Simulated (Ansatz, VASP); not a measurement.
One calculation of Co, two programs

```
Co
1.0
    -2.12011    2.12004    1.21278
     2.12004   -2.12011    1.21278
     2.12040    2.12040   -1.21290
Co
2
Direct
  0.99999 0.00001 0.00000
  0.75001 0.24999 0.50000
```

Alike in both runs: task single point; functional r2SCAN; k mesh 17 × 17 × 12; occupations fermi-dirac, width 0.1 eV; no spin polarisation.

```csv
,VASP,Ansatz
version,VASP 6.6.1,Ansatz 0.2.0
potentials or method,"VASP PAW PBE potentials, release 64 (Co), cutoff 520 eV","plane waves (500 eV) with PAW, scalar-relativistic"
valence electrons in the cell,18,34
```

```csv
,VASP,Ansatz,Ansatz less VASP
pressure (GPa),0.5,0.0,-0.54
"traceless stress, the component that is largest in VASP (GPa)",-0.11,-0.09,+0.021
```

VASP's potentials were made for PBE, not for r2SCAN. VASP's potentials hold 18 valence electrons a cell and Ansatz's 34, so a difference there can come from the potentials and not from the codes.
